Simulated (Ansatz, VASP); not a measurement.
## One calculation of Be, two programs

The input INCAR:

```
PREC     = Accurate       # precision mode
ENCUT    = 520            # plane-wave cutoff, eV
EDIFF    = 1E-6           # SCF threshold, eV
ISMEAR   = -1             # smearing method
SIGMA    = 0.05           # smearing width, eV
LREAL    = F              # projectors in reciprocal space
LASPH    = T              # aspherical terms in the spheres
NELM     = 100            # most SCF steps
ALGO     = Normal         # electronic algorithm
ISIF     = 2              # what is computed and relaxed
LWAVE    = F              # write WAVECAR
LCHARG   = F              # write CHGCAR
GGA      = PS             # functional
NBANDS   = 9              # bands
```

KPOINTS

```
regular mesh
0
Gamma
  13 13 8
```

File POSCAR:

```
Be
1.0
    2.2699619540      0.0000000000      0.0000000000
   -1.1349809770      1.9658447178      0.0000000000
    0.0000000000      0.0000000000      3.5601442416
Be
2
Direct
    0.6666666667      0.3333333333      0.7500000000
    0.3333333333      0.6666666667      0.2500000000
```

Contents of input.yaml:

```yaml
crystal:
  lattice:
    - [2.269961954, 0.0, 0.0]
    - [-1.134980977, 1.9658447178, 0.0]
    - [0.0, 0.0, 3.5601442416]
  atoms:
    - { symbol: Be, position: [0.6666666667, 0.3333333333, 0.75] }
    - { symbol: Be, position: [0.3333333333, 0.6666666667, 0.25] }
hamiltonian:
  xc: pbesol
  pseudopotentials: { kind: paw }
kpoints:
  mp_grid: { grid: [13, 13, 8] }
scf:
  occupations: { method: fermi_dirac, width: 0.05 }
output:
  forces: true
  stress: true
  eigenvalues: true
```

Alike in both runs: task single point; functional PBEsol; k mesh 13 × 13 × 8; occupations fermi-dirac, width 0.05 eV; no spin polarisation.

|  | VASP | Ansatz |
| --- | --- | --- |
| version | VASP 6.6.1 | Ansatz 0.2.0 |
| potentials or method | VASP PAW PBE potentials, release 64 (Be) | Ansatz PAW |
| plane-wave cutoff (eV) | 520 | 420 |
| valence electrons in the cell | 4 | 4 |

|  | VASP | Ansatz | Ansatz less VASP |
| --- | --- | --- | --- |
| gap on the k mesh at the Fermi level (eV) | none | none | - |
| pressure (GPa) | -1.2 | -1.5 | -0.36 |
| traceless stress, the component that is largest in VASP (GPa) | -0.30 | -0.35 | -0.052 |

VASP's potentials were made for PBE, not for PBEsol. A gap of «none» marks a metal or a gap that the smearing closes.
